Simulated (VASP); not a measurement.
Wanted: the native input for a VASP 6.6.1 run.

```yaml
Task: relaxation of cell and atoms
Functional: PBE
Potentials_or_basis: VASP PAW PBE potentials, release 64 (Si, C, F)
Cutoff: 600 eV
k_mesh: 18 × 18 × 12
Occupations: gaussian, width 0.1 eV
Spin: no spin polarisation
Dipole_correction: no
Further_INCAR_settings: ALGO = Normal; EDIFF = 1e-06; IBRION = 2; EDIFFG = -0.01; NSW = 100; ISIF = 3
```

The structure of SiC2F lies in POSCAR:

```
SiC2F
1.0
    3.5275799148      0.0000000000      0.0000000000
   -1.7637899574      3.0549738201      0.0000000000
    0.0000000000      0.0000000000      3.8437580559
Si C F
1 2 1
Direct
    0.0000000000      0.0000000000      0.5000000000
    0.3333333333      0.6666666667      0.5000000000
    0.6666666667      0.3333333333      0.5000000000
    0.0000000000      0.0000000000      0.0000000000
```

The cell was built from a structure type or drawn by symmetry, and may not be a known phase.

These files were run (other wordings do the same):

INCAR

```
ALGO = Normal
EDIFF = 1E-6
EDIFFG = -0.01
ENCUT = 600
GGA = PE
IBRION = 2
ISIF = 3
ISMEAR = 0
LASPH = True
LCHARG = False
LREAL = False
LWAVE = False
NELM = 100
NSW = 100
PREC = Accurate
SIGMA = 0.1
```

KPOINTS

```
k-points
0
Gamma
  18 18 12
```

Potentials or basis: VASP PAW PBE potentials, release 64 (Si, C, F).

Run with:

```console
$ cat potpaw_PBE.64/Si/POTCAR potpaw_PBE.64/C/POTCAR potpaw_PBE.64/F/POTCAR > POTCAR
$ mpirun -np 1 vasp_std > vasp.out
```

Results of the run:

```json
{
  "Relaxed volume": "10.28 Å³/atom",
  "Relaxed cell": "a = 3.517 Å, b = 3.517 Å, c = 3.838 Å, α = 90.00°, β = 90.00°, γ = 120.00°",
  "Space group after relaxing (to 0.1 Å)": "P6/mmm (No. 191)",
  "Energy gained by relaxing": "0.3 meV/atom",
  "Ionic steps": "4",
  "Pressure after relaxing": "0.0 GPa",
  "Band gap on the k mesh": "zero (an odd number of electrons rules out a gap without spin polarisation)"
}
```

Caveat: an odd number of electrons without spin polarisation forces a metal; a magnetic or distorted state may lie lower.

Run time: 2.3 min on 1 thread of AMD EPYC 9R45 96-Core Processor (Zen 5) (shared host), peak memory 0.27 GiB.
